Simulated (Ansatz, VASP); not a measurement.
**Two plane-wave programs on Sb**

Contents of POSCAR:

```
Sb
1.0
    2.1706020527      1.2531976795      3.8710910875
   -2.1706020527      1.2531976795      3.8710910875
    0.0000000000     -2.5063953589      3.8710910875
Sb
2
Direct
    0.2313018333      0.2313018333      0.2313018333
    0.7686981667      0.7686981667      0.7686981667
```

The input INCAR.step1:

```
  PREC = Accurate
  ENCUT = 520
  ISMEAR = 0
  SIGMA = 0.01
  LREAL = False
  LASPH = True
  NELM = 60
  NBANDS = 12
  GGA = PE
  ALGO = Normal
  EDIFF = 1E-4
  LWAVE = True
  LCHARG = False
```

File INCAR.step2:

```
  PREC = Accurate
  ENCUT = 520
  EDIFF = 1E-6
  ISMEAR = 0
  SIGMA = 0.01
  LREAL = False
  LASPH = True
  NELM = 60
  ALGO = Normal
  ISIF = 2
  LWAVE = False
  LCHARG = False
  METAGGA = R2SCAN
  LMIXTAU = True
  NBANDS = 12
  ISTART = 1
```

File KPOINTS:

```
regular mesh
0
Gamma
  9 9 9
```

Input for Ansatz:

```yaml
crystal:
  lattice:
    - [2.1706020527, 1.2531976795, 3.8710910875]
    - [-2.1706020527, 1.2531976795, 3.8710910875]
    - [0.0, -2.5063953589, 3.8710910875]
  atoms:
    - { symbol: Sb, position: [0.2313018333, 0.2313018333, 0.2313018333] }
    - { symbol: Sb, position: [0.7686981667, 0.7686981667, 0.7686981667] }
hamiltonian:
  xc: r2scan
  pseudopotentials:
    kind: paw
    azcp:
      Sb: "pseudopotentials/Sb.paw.azcp"
basis:
  ecutwfc: 500
  fft_grid_basis: typed
kpoints:
  mp_grid: { grid: [9, 9, 9], shift: [0, 0, 0] }
magnetization:
  spin_polarized: false
scf:
  occupations: { method: gaussian, width: 0.01 }
  lower_state_search: "off"
output:
  stress: true
```

Alike in both runs: task single point; functional r2SCAN; k mesh 9 × 9 × 9; occupations gaussian, width 0.01 eV; no spin polarisation.

|  | VASP | Ansatz |
| --- | --- | --- |
| version | VASP 6.6.1 | Ansatz 0.2.0 |
| potentials or method | VASP PAW PBE potentials, release 64 (Sb), cutoff 520 eV | plane waves (500 eV) with PAW, scalar-relativistic |
| valence electrons in the cell | 10 | 30 |

```tsv
	VASP	Ansatz	Ansatz less VASP
pressure (GPa)	0.1	0.0	-0.11
traceless stress, the component that is largest in VASP (GPa)	-0.10	-0.06	+0.042
```

VASP's potentials were made for PBE, not for r2SCAN. The functional is the same, so the differences come from potentials, cutoffs and numerics. VASP's potentials hold 10 valence electrons a cell and Ansatz's 30, so a difference there can come from the potentials and not from the codes.

Neither program's run includes spin-orbit coupling.
